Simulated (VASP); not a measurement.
A run of VASP 6.6.1 is set up as follows.

Contents of INCAR:

```
ALGO = Normal
EDIFF = 1E-8
ENCUT = 520
ISIF = 2
ISMEAR = -1
LASPH = True
LCHARG = False
LEFG = True
LREAL = False
LWAVE = False
NBANDS = 9
NELM = 60
PREC = Accurate
SIGMA = 0.03
```

File KPOINTS:

```
k-points
0
Gamma
  11 11 11
```

Contents of POSCAR:

```
LiH
1.0
   -0.0203250000      2.0223375000      2.0223375000
    2.0223375000     -0.0203250000      2.0223375000
    2.0223375000      2.0223375000     -0.0203250000
Li H
1 1
Direct
    0.0000000000      0.0000000000      0.0000000000
    0.5000000000      0.5000000000      0.5000000000
```

Potentials or basis: VASP PAW LDA potentials, release 64 (Li_sv, H).

Command:

```sh
$ cat potpaw_LDA.64/Li_sv/POTCAR potpaw_LDA.64/H/POTCAR > POTCAR
$ mpirun -np 1 vasp_std > vasp.out
```

(1) Predict the band gap on the k mesh.

Answers

(1) 2.83 eV, indirect (the least direct gap lies 3.1 meV higher).

Caveat: the cell differs from its parent crystal (equal xy, yz and zx shear strains of -1 %); without QUAD_EFG the Cq values of the log hold for a quadrupole moment of 1 mb, not for the nuclei.
